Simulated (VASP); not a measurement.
Set up this calculation in VASP 6.6.1, as the native input.

```
Task                   : relaxation of cell and atoms
Functional             : PBEsol
Potentials or basis    : VASP PAW PBE potentials, release 64 (Te)
Cutoff                 : 600 eV
k mesh                 : 15 × 15 × 6
Occupations            : gaussian, width 0.1 eV
Spin                   : no spin polarisation
Dipole correction      : no
Further INCAR settings : ALGO = Normal; EDIFF = 1e-06; IBRION = 2; EDIFFG = -0.01; NSW = 100; ISIF = 3
```

The structure of Te lies in POSCAR:

```
Te
1.0
    4.0857542599      0.0000000000      0.0000000000
   -2.0428771299      3.5383669827      0.0000000000
    0.0000000000      0.0000000000      8.4058692557
Te
4
Direct
    0.0000000000      0.0000000000      0.0000000000
    0.0000000000      0.0000000000      0.5000000000
    0.3333333333      0.6666666667      0.7500000000
    0.6666666667      0.3333333333      0.2500000000
```

This isn't the form of Te at room conditions, which is trigonal, of chains.

One way to write it, as run:

INCAR

```
PREC = Accurate
ENCUT = 600
EDIFF = 1E-6
ISMEAR = 0
SIGMA = 0.1
LREAL = F
LASPH = T
NELM = 80
ALGO = Normal
ISIF = 3
LWAVE = F
LCHARG = F
GGA = PS
IBRION = 2
NSW = 100
EDIFFG = -0.01
```

KPOINTS

```
Automatic mesh
0
Gamma
  15 15 6
```

Potentials or basis: VASP PAW PBE potentials, release 64 (Te).

Run with:

```bash
$ cat potpaw_PBE.64/Te/POTCAR > POTCAR
$ mpirun -np 1 vasp_std > vasp.out
```

Results of the run:

```json
{
 "Relaxed volume": "30.09 Å³/atom",
 "Relaxed cell": "a = 4.038 Å, b = 4.038 Å, c = 8.523 Å, α = 90.00°, β = 90.00°, γ = 120.00°",
 "Space group after relaxing (to 0.1 Å)": "P6_3/mmc (No. 194)",
 "Energy gained by relaxing": "0.9 meV/atom",
 "Ionic steps": "7",
 "Pressure after relaxing": "0.0 GPa",
 "Band gap on the k mesh": "zero (bands 12 and 13 overlap by 2.13 eV)"
}
```

Caveat: the PAW data sets were made with another functional, which shifts forces and pressure a little; spin-orbit coupling is left out, which moves the levels of the heavy elements.

Wall time 7.7 min on 1 thread of Intel(R) Xeon(R) 6975P-C (Granite Rapids), with other jobs on the host, peak memory 0.45 GiB.
